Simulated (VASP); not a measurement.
Co, 4 atoms in the cell. It takes space group P6_3/mmc (No. 194, hexagonal). Conventional cell: a = 2.519 Å, b = 2.519 Å, c = 8.247 Å, α = 90.00°, β = 90.00°, γ = 120.00°. Within 3.3 Å of Co (site symmetry -6m2) lie 12 Co at 2.52 Å. Co (site symmetry -3m) has 12 Co at 2.52 Å within 3.3 Å. 

| Property | Result |
| --- | --- |
| Program | VASP 6.6.1 |
| Task | single point |
| Functional | RPBE |
| Potentials or basis | VASP PAW PBE potentials, release 64 (Co) |
| Cutoff | 520 eV |
| k mesh | 12 × 12 × 4 |
| Occupations | fermi-dirac, width 0.05 eV |
| Spin | collinear spin, ferromagnetic start |
| Starting moments | [2.0, 2.0, 2.0, 2.0] μB |
| Dipole correction | no |
| Further INCAR settings | ALGO = Fast; EDIFF = 1e-07; NBANDS = 30 |

Potentials or basis: VASP PAW PBE potentials, release 64 (Co).

Command:

```console
$ cat potpaw_PBE.64/Co/POTCAR > POTCAR
$ mpirun -np 1 vasp_std > vasp.out
```

Hardware: 1 thread of Intel Xeon 6975P-C, on a shared host.

Problem. Estimate the wall time of this run.

Solution. Run time: 3 min on 1 thread of Intel Xeon 6975P-C, on a shared host, peak memory 0.25 GiB. Counts: scf iterations 19, k points 57.
